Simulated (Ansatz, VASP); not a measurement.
## Two plane-wave programs on CuO

Contents of POSCAR:

```
CuO
1.0
    0.0000000000      2.3272527300      2.3272527300
    2.3272527300      0.0000000000      2.3272527300
    2.3272527300      2.3272527300      0.0000000000
Cu O
1 1
Direct
    0.0000000000      0.0000000000      0.0000000000
    0.2500000000      0.2500000000      0.2500000000
```

INCAR.step1

```
SYSTEM = CuO
PREC     = Accurate       ! precision mode
ENCUT    = 660            ! plane-wave cutoff, eV
ISMEAR   = 0              ! smearing method
SIGMA    = 0.05           ! smearing width, eV
LREAL    = .FALSE.        ! projectors in reciprocal space
LASPH    = .TRUE.         ! aspherical terms in the spheres
NELM     = 200            ! most SCF steps
ISPIN    = 2              ! spin polarisation
MAGMOM   = 1 0            ! initial moments
LMAXMIX  = 4              ! l up to which the mixer works
LDAU     = .TRUE.         ! DFT+U
LDAUTYPE = 2            
LDAUL    = 2 -1           ! shell
LDAUU    = 1 0            ! U, eV
LDAUJ    = 0 0          
NBANDS   = 20             ! bands
GGA      = PE             ! functional
ALGO     = Normal         ! electronic algorithm
EDIFF    = 1E-5           ! SCF threshold, eV
LWAVE    = .TRUE.         ! write WAVECAR
LCHARG   = .FALSE.        ! write CHGCAR
GGA_COMPAT= .FALSE.
```

The input INCAR.step2:

```
SYSTEM = CuO
PREC     = Accurate       ! precision mode
ENCUT    = 660            ! plane-wave cutoff, eV
EDIFF    = 1E-6           ! SCF threshold, eV
ISMEAR   = 0              ! smearing method
SIGMA    = 0.05           ! smearing width, eV
LREAL    = .FALSE.        ! projectors in reciprocal space
LASPH    = .TRUE.         ! aspherical terms in the spheres
NELM     = 200            ! most SCF steps
ALGO     = Normal         ! electronic algorithm
ISIF     = 2              ! what is computed and relaxed
LWAVE    = .FALSE.        ! write WAVECAR
LCHARG   = .FALSE.        ! write CHGCAR
ISPIN    = 2              ! spin polarisation
MAGMOM   = 1 0            ! initial moments
LORBIT   = 11             ! projections on sites
LMAXMIX  = 4              ! l up to which the mixer works
LDAU     = .TRUE.         ! DFT+U
LDAUTYPE = 2            
LDAUL    = 2 -1           ! shell
LDAUU    = 1 0            ! U, eV
LDAUJ    = 0 0          
LDAUPRINT= 1            
METAGGA  = R2SCAN         ! meta-GGA
LMIXTAU  = .TRUE.       
NBANDS   = 20             ! bands
ISTART   = 1            
GGA_COMPAT= .FALSE.
```

The input KPOINTS:

```
regular mesh
0
G
  7 7 7
  0 0 0
```

Input for Ansatz:

```yaml
crystal:
  lattice:
    - [0.0, 2.32725273, 2.32725273]
    - [2.32725273, 0.0, 2.32725273]
    - [2.32725273, 2.32725273, 0.0]
  atoms:
    - { symbol: Cu, position: [0.0, 0.0, 0.0], spin: 1.0 }
    - { symbol: O, position: [0.25, 0.25, 0.25] }
basis:
  ecutwfc: 500
  ecutrho_ratio: 4
kpoints:
  mp_grid: { grid: [7, 7, 7] }
hamiltonian:
  xc: r2scan
  hubbard: { sites: [{ site: 0, l: d, u_eff: 1.0 }] }
scf:
  occupations: { method: gaussian, width: 0.05 }
  lower_state_search: "off"
  max_iter: 150
output:
  forces: true
  stress: true
  eigenvalues: true
  populations: true
  hubbard: { sites: [{ site: 0, l: d }] }
magnetization:
  spin_polarized: true
```

Alike in both runs: task single point; functional r2SCAN; k mesh 7 × 7 × 7; occupations gaussian, width 0.05 eV; collinear spin; Hubbard terms Cu d U = 1.0 eV.

|  | VASP | Ansatz |
| --- | --- | --- |
| version | VASP 6.6.1 | Ansatz 0.2.0 |
| potentials or method | VASP PAW PBE potentials, release 64 (Cu, O), cutoff 660 eV | scalar-relativistic, plane waves, PAW |
| valence electrons in the cell | 17 | 25 |

```csv
,VASP,Ansatz,Ansatz less VASP
gap on the k mesh at the Fermi level (eV),none,none,-
pressure (GPa),-13.4,-13.0,+0.40
net moment per atom (μB),0.50,0.50,0.000
size of the moment on the site where the two differ most (μB),0.38,0.41,+0.024
```

VASP's potentials were made for PBE, not for r2SCAN. Site moments also hang on the region over which each program counts them. The programs project onto different local orbitals, so the same U acts differently, and such runs can settle in different states. A gap of «none» marks a metal or a gap that the smearing closes. VASP's potentials hold 17 valence electrons a cell and Ansatz's 25, so a difference there can come from the potentials and not from the codes. Ansatz's warnings: filled band counts differ across k points, stability check not made.
